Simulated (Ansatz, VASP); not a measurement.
**MgIn2N2 in VASP and in Ansatz**

```xyz
5
Lattice="1.6690 0.9636 7.7697 -1.6690 0.9636 7.7697 0.0000 -1.9272 7.7697" Properties=species:S:1:pos:R:3 pbc="T T T"
Mg    0.0000    0.0000    0.0000
In    0.0000    0.0000   10.2360
In    0.0000    0.0000   13.0730
N     0.0000    0.0000    6.4534
N     0.0000    0.0000   16.8556
```

Alike in both runs: task single point; functional r2SCAN; k mesh 8 × 8 × 8; no spin polarisation.

|  | VASP | Ansatz |
| --- | --- | --- |
| version | VASP 6.6.1 | Ansatz 0.2.0 |
| potentials or method | VASP PAW PBE potentials, release 64 (Mg, In_d, N) | plane waves, PAW |
| plane-wave cutoff (eV) | 520 | 500 |
| occupations | gaussian, width 0.01 eV | fixed |
| valence electrons in the cell | 38 | 46 |

```tsv
	VASP	Ansatz	Ansatz less VASP
gap on the k mesh at the Fermi level (eV)	0.49	0.48	-0.014
pressure (GPa)	-3.4	-3.5	-0.05
traceless stress, the component that is largest in VASP (GPa)	-0.09	0.06	+0.143
rms of the force components (eV/Å)	0.067	0.086	+0.0196
```

VASP's potentials were made for PBE, not for r2SCAN. Atom by atom the forces differ by 0.025 eV/Å (rms over components). VASP's potentials hold 38 valence electrons a cell and Ansatz's 46, so a difference there can come from the potentials and not from the codes.
